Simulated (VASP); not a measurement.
## Hf: relaxation of cell and atoms with PBEsol

Hf:

```xyz
1
Lattice="0.0000 2.2200 2.2200 2.2200 0.0000 2.2200 2.2200 2.2200 0.0000" Properties=species:S:1:pos:R:3 pbc="T T T"
Hf    0.0000    0.0000    0.0000
```

| Item | Value |
| --- | --- |
| Program | VASP 6.6.1 |
| Task | relaxation of cell and atoms |
| Functional | PBEsol |
| Potentials or basis | VASP PAW PBE potentials, release 64 (Hf_pv) |
| Cutoff | 600 eV |
| k mesh | 10 × 10 × 10 |
| Occupations | fermi-dirac, width 0.05 eV |
| Spin | no spin polarisation |
| Target pressure | 10 GPa |
| Dipole correction | no |
| Further INCAR settings | ALGO = Normal; EDIFF = 1e-07; IBRION = 2; EDIFFG = -0.005; NSW = 80; ISIF = 3 |

```json
{
 "Relaxed volume": "19.88 Å³/atom",
 "Relaxed cell": "a = 3.041 Å, b = 3.041 Å, c = 3.041 Å, α = 60.00°, β = 60.00°, γ = 60.00°",
 "Space group after relaxing (to 0.05 Å)": "Fm-3m (No. 225)",
 "Energy change on relaxing (the enthalpy is what falls)": "+44.3 meV/atom",
 "Ionic steps": "7",
 "Pressure after relaxing": "10.0 GPa",
 "Band gap on the k mesh": "zero (band 5 reaches 6.86 eV, above the bottom of band 6 at 5.03 eV)"
}
```

Step by step:
```
step  energy change (eV)  largest force (eV/Å)  pressure (GPa)  volume (Å³)
   1              0.0000                0.0000           -2.07        21.88
   2              0.4378                0.0000           37.49        17.07
   3              0.0394                0.0000            9.41        19.96
   4              0.0439                0.0000            9.96        19.88
   5              0.0464                0.0000           10.24        19.84
   6              0.0417                0.0000            9.69        19.92
   7              0.0443                0.0000           10.00        19.88
```

Final structure:
```cif
data_structure
_symmetry_space_group_name_H-M 'P 1'
_symmetry_Int_Tables_number 1
_cell_length_a 3.0406
_cell_length_b 3.0406
_cell_length_c 3.0406
_cell_angle_alpha 60.000
_cell_angle_beta 60.000
_cell_angle_gamma 60.000
_cell_volume 19.88
loop_
_atom_site_label
_atom_site_type_symbol
_atom_site_fract_x
_atom_site_fract_y
_atom_site_fract_z
_atom_site_occupancy
Hf1 Hf 0.00000 0.00000 0.00000 1
```

Levels at points of the mesh, in eV from the Fermi level:
```tsv
k point	band 1	band 2	band 3	band 4	band 5	band 6	band 7	band 8	band 9
(0.00, 0.00, 0.00)	-29.53	-29.53	-29.53	-7.61	1.42	1.42	1.42	4.66	4.66
(0.50, 0.00, 0.00)	-30.74	-29.69	-29.69	-4.01	1.06	1.15	1.15	7.16	7.16
(0.50, 0.50, 0.00)	-30.66	-29.96	-29.96	-3.80	-2.60	3.26	7.18	7.92	7.92
```

Wall time 110 s on 1 thread of Intel Xeon 8259CL, with other jobs on the host, peak memory 0.17 GiB.

Caveat: the cell is relaxed towards a set pressure, so the enthalpy falls and the energy may rise; the PAW data sets were made with another functional, which shifts forces and pressure a little; spin-orbit coupling is left out, which moves the levels of the heavy elements.
